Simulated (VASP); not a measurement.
Wanted: the native input for a VASP 6.6.1 run.

* Task: single point
* Functional: PBE
* Potentials or basis: VASP PAW PBE potentials, release 64 (Al)
* Cutoff: 520 eV
* k mesh: 14 × 14 × 4
* Occupations: fermi-dirac, width 0.08 eV
* Spin: no spin polarisation
* Dipole correction: no
* Further INCAR settings: ALGO = Normal; EDIFF = 1e-06; NBANDS = 14

The structure of Al lies in POSCAR:

```
Al
1.0
    2.6394920951      0.0000000000      0.0000000000
   -1.3197460476      2.2858672074      0.0000000000
    0.0000000000      0.0000000000      8.6929517477
Al
4
Direct
    0.0000000000      0.0000000000      0.0000000000
    0.0000000000      0.0000000000      0.5000000000
    0.3333333333      0.6666666667      0.2500000000
    0.6666666667      0.3333333333      0.7500000000
```

These files were run (other wordings do the same):

INCAR

```
SYSTEM = Al
PREC = Accurate
ENCUT = 520
EDIFF = 1E-6
ISMEAR = -1
SIGMA = 0.08
LREAL = .False.
LASPH = .True.
NELM = 60
ALGO = Normal
ISIF = 2
LWAVE = .False.
LCHARG = .False.
GGA = PE
NBANDS = 14
```

KPOINTS

```
Automatic mesh
0
Gamma
  14 14 4
  0 0 0
```

Potentials or basis: VASP PAW PBE potentials, release 64 (Al).

The run is started by

```console
$ cat potpaw_PBE.64/Al/POTCAR > POTCAR
$ mpirun -np 1 vasp_std > vasp.out
```

It gave:

```json
{
  "Pressure": "30.0 GPa",
  "Band gap on the k mesh": "zero (band 6 reaches 14.79 eV, above the bottom of band 7 at 8.72 eV)"
}
```

Run time: 55 s on 1 thread of Intel Xeon 6975P-C (shared host), peak memory 0.18 GiB.
